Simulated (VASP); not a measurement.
# As (Pm-3m) in VASP: a series of runs, part 2 of 2

VASP 6.6.1.

### Step 5. Vibrations by perturbation theory, PBEsol

File INCAR:

```
ALGO = Normal
EDIFF = 1E-8
ENCUT = 520
GGA = PS
IBRION = 8
ISIF = 2
ISMEAR = -1
LASPH = True
LCHARG = True
LREAL = False
LWAVE = False
NBANDS = 8
NELM = 60
NSW = 1
PREC = Accurate
SIGMA = 0.05
```

File KPOINTS:

```
k-points
0
Gamma
  8 8 8
```

File POSCAR:

```
As
1.0
    2.7036817444      0.0000000000      0.0000000000
    0.0000000000      2.7036817444      0.0000000000
    0.0000000000      0.0000000000      2.7036817444
As
1
Direct
    0.5000000000      0.5000000000      0.5000000000
```

Potentials or basis: VASP PAW PBE potentials, release 64 (As).

Started as:

```sh
$ cat potpaw_PBE.64/As/POTCAR > POTCAR
$ mpirun -np 1 vasp_std > vasp.out
```

OUTCAR:

```text
EDIFF = 1E-8
   ENCUT = 520
   GGA = PS
   IBRION = 8
   ISIF = 2
   ISMEAR = -1
   LASPH = True
   LREAL = False
   NELM = 60
   NSW = 1
   PREC = Accurate

 ion  position               nearest neighbor table
   1  0.500  0.500  0.500-

  LATTYP: Found a simple cubic cell.
 ALAT       =     2.7036817444

  Lattice vectors:

 A1 = (   2.7036817444,   0.0000000000,   0.0000000000)
 A2 = (   0.0000000000,   2.7036817444,   0.0000000000)
 A3 = (   0.0000000000,   0.0000000000,   2.7036817444)

Analysis of symmetry for initial positions (statically):
=====================================================================
 Subroutine PRICEL returns:
 Original cell was already a primitive cell.

 Routine SETGRP: Setting up the symmetry group for a
 simple cubic supercell.

 Subroutine GETGRP returns: Found 48 space group operations
[... 9 lines left out ...]

 Routine SETGRP: Setting up the symmetry group for a
 simple cubic supercell.

 Subroutine GETGRP returns: Found 48 space group operations
[... 11 lines left out ...]
                                     Primitive cell

  volume of cell :      19.7636

  direct lattice vectors                    reciprocal lattice vectors
     2.703681744  0.000000000  0.000000000     0.369866018  0.000000000  0.000000000
     0.000000000  2.703681744  0.000000000     0.000000000  0.369866018  0.000000000
     0.000000000  0.000000000  2.703681744     0.000000000  0.000000000  0.369866018

  length of vectors
     2.703681744  2.703681744  2.703681744     0.369866018  0.369866018  0.369866018

  position of ions in fractional coordinates (direct lattice)
     0.500000000  0.500000000  0.500000000

  ion indices of the primitive-cell ions
   primitive index   ion index
[... 409 lines left out ...]
      direct lattice vectors                 reciprocal lattice vectors
     2.703681744  0.000000000  0.000000000     0.369866018  0.000000000  0.000000000
     0.000000000  2.703681744  0.000000000     0.000000000  0.369866018  0.000000000
     0.000000000  0.000000000  2.703681744     0.000000000  0.000000000  0.369866018

 POSITION                                       TOTAL-FORCE (eV/Angst)
 -----------------------------------------------------------------------------------
      1.35184      1.35184      1.35184         0.000000      0.000000      0.000000
 -----------------------------------------------------------------------------------
    total drift:                                0.000000      0.000000      0.000000

  FREE ENERGIE OF THE ION-ELECTRON SYSTEM (eV)
  ---------------------------------------------------
  free  energy   TOTEN  =        -5.0142503030 eV

  energy  without entropy=       -5.0069344251  energy(sigma->0) =       -5.01059236

[... ionic steps 2 to 3 ...]

--------------------------------------- Ionic step        4  -------------------------------------------

 Free energy of the ion-electron system (eV)
  ---------------------------------------------------
  ---------------------------------------------------
  free energy    TOTEN  =        -0.02920393 eV

  energy without entropy =       -0.02920393

------------------------ aborting loop because EDIFF is reached ----------------------------------------

 INTERNAL STRAIN TENSOR  FOR ION    1  DIRECTION 1   (eV/Angst):
 -----------------------------------------------------------------------------
    -0.03694 -0.00000 -0.00000
     0.00000  0.01008  0.00000
     0.00000  0.00000  0.01008

 INTERNAL STRAIN TENSOR FOR ION    1 for displacements in x,y,z  (eV/Angst):
          X           Y           Z          XY          YZ          ZX
  --------------------------------------------------------------------------------
  x     0.00000     0.00000     0.00000     0.00000     0.00000     0.00000
  y     0.00000     0.00000     0.00000     0.00000     0.00000     0.00000
  z     0.00000     0.00000     0.00000     0.00000     0.00000     0.00000

 SECOND DERIVATIVES (NOT SYMMETRIZED)
 ------------------------------------
               1X          1Y          1Z
  1X    -0.000578   -0.000000   -0.000000
  1Y    -0.000000   -0.000578   -0.000000
  1Z    -0.000000   -0.000000   -0.000578

 Eigenvectors and eigenvalues of the dynamical matrix
 ----------------------------------------------------

   1 f  =    0.043421 THz     0.272821 2PiTHz    1.448360 cm-1     0.179574 meV
             X         Y         Z           dx          dy          dz
      1.351841  1.351841  1.351841     0.822192   -0.569210    0.000000

   2 f  =    0.043421 THz     0.272821 2PiTHz    1.448360 cm-1     0.179574 meV
             X         Y         Z           dx          dy          dz
      1.351841  1.351841  1.351841    -0.569210   -0.822192    0.000000

   3 f  =    0.043421 THz     0.272821 2PiTHz    1.448360 cm-1     0.179574 meV
             X         Y         Z           dx          dy          dz
      1.351841  1.351841  1.351841     0.000000    0.000000    1.000000

--------------------------------------------------------------------------------------------------------

 ELASTIC MODULI CONTR FROM IONIC RELAXATION (kBar)
 Direction    XX          YY          ZZ          XY          YZ          ZX
 --------------------------------------------------------------------------------
 XX           0.0000      0.0000      0.0000      0.0000      0.0000      0.0000
 YY           0.0000      0.0000      0.0000      0.0000      0.0000      0.0000
 ZZ           0.0000      0.0000      0.0000      0.0000      0.0000      0.0000
 XY           0.0000      0.0000      0.0000      0.0000      0.0000      0.0000
 YZ           0.0000      0.0000      0.0000      0.0000      0.0000      0.0000
 ZX           0.0000      0.0000      0.0000      0.0000      0.0000      0.0000
 --------------------------------------------------------------------------------
```

OSZICAR:

```text
N       E                     dE             d eps       ncg     rms          rms(c)
DAV:   1     0.677289730546E+01    0.67729E+01   -0.20510E+03   568   0.450E+02
DAV:   2    -0.490107867332E+01   -0.11674E+02   -0.11356E+02   728   0.561E+01
DAV:   3    -0.501704008830E+01   -0.11596E+00   -0.11556E+00   624   0.795E+00
DAV:   4    -0.501715972778E+01   -0.11964E-03   -0.11964E-03   848   0.299E-01
[... 20 lines left out ...]
RMM:   6    -0.292045790181E-01   -0.38197E-06   -0.63910E-10  1980   0.160E-04    0.122E-04
RMM:   7    -0.292038982549E-01    0.68076E-06   -0.18122E-10  2008   0.111E-04    0.615E-06
RMM:   8    -0.292039137518E-01   -0.15497E-07   -0.19438E-11  1867   0.451E-06    0.238E-06
RMM:   9    -0.292039261004E-01   -0.12349E-07    0.28953E-12  1724   0.296E-06    0.184E-07
RMM:  10    -0.292039251399E-01    0.96045E-09    0.79779E-13   961   0.332E-07    0.781E-08
 Linear response finished
```

It took 9.3 s on 1 thread of Intel Xeon 6975P-C (Granite Rapids), shared host; peak memory 0.14 GiB.
